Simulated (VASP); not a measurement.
Here is a VASP 6.6.1 calculation.

Contents of INCAR:

```
PREC     = Accurate       # precision mode
ENCUT    = 520            # plane-wave cutoff, eV
EDIFF    = 1E-7           # SCF threshold, eV
ISMEAR   = -1             # smearing method
SIGMA    = 0.02           # smearing width, eV
LREAL    = F              # projectors in reciprocal space
LASPH    = T              # aspherical terms in the spheres
NELM     = 60             # most SCF steps
ALGO     = Normal         # electronic algorithm
ISIF     = 2              # what is computed and relaxed
LWAVE    = F              # write WAVECAR
LCHARG   = F              # write CHGCAR
GGA      = PE             # functional
NBANDS   = 11             # bands
```

The input KPOINTS:

```
regular mesh
0
Gamma
  10 10 10
```

POSCAR

```
NaH
1.0
    0.0206146143      2.3941517743      2.3941517743
    2.3941517743      0.0206146143      2.3941517743
    2.3941517743      2.3941517743      0.0206146143
Na H
1 1
Direct
    0.0000000000      0.0000000000      0.0000000000
    0.5000000000      0.5000000000      0.5000000000
```

Potentials or basis: VASP PAW PBE potentials, release 64 (Na_pv, H).

Command:

```console
$ cat potpaw_PBE.64/Na_pv/POTCAR potpaw_PBE.64/H/POTCAR > POTCAR
$ mpirun -np 1 vasp_std > vasp.out
```

(1) What does it give for the pressure?

(2) What does it give for the band gap on the k mesh?

Results:

(1) 1.0 GPa.

(2) 3.77 eV (least direct gap 4.68 eV).

Caveat: the cell differs from its parent crystal (epitaxial 111 strain -1.0%).
